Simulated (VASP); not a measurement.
Crystal: Pd.

```
CELL_PARAMETERS angstrom
2.78367 0.00000 0.00000
-1.39183 2.41072 0.00000
0.00000 0.00000 4.62889
ATOMIC_POSITIONS crystal
Pd 0.33333 0.66667 0.25000
Pd 0.66667 0.33333 0.75000
```

- Program: VASP 6.6.1
- Task: relaxation of cell and atoms
- Functional: BLYP
- Potentials or basis: VASP PAW PBE potentials, release 64 (Pd)
- Cutoff: 600 eV
- k mesh: 11 × 11 × 6
- Occupations: fermi-dirac, width 0.05 eV
- Spin: no spin polarisation

At the start: pressure 9.0 GPa; volume 15.53 Å³/atom.

Q: How do energy, volume and symmetry change on relaxing?

A: Over 6 steps the energy falls by 24.7 meV/atom and the volume is 16.46 Å³/atom (+6.0 %); space group P6_3/mmc (No. 194, to 0.05 Å).

Step by step:
| step | energy change (eV) | largest force (eV/Å) | pressure (GPa) | volume (Å³) |
| --- | --- | --- | --- | --- |
| 1 | 0.0000 | 0.0000 | 9.01 | 31.06 |
| 2 | 0.0037 | 0.0000 | -7.11 | 35.16 |
| 3 | -0.0493 | 0.0000 | -0.09 | 32.96 |
| 4 | -0.0493 | 0.0000 | 0.06 | 32.92 |
| 5 | -0.0494 | 0.0000 | 0.06 | 32.92 |
| 6 | -0.0494 | 0.0000 | 0.06 | 32.92 |

Final structure:
```
Pd
1.0
     2.83359    0.00000    0.00000
    -1.41680    2.45396    0.00000
     0.00000    0.00000    4.73414
Pd
2
Direct
  0.33333 0.66667 0.25000
  0.66667 0.33333 0.75000
```

Caveat: the PAW data sets were made with another functional, which shifts forces and pressure a little.
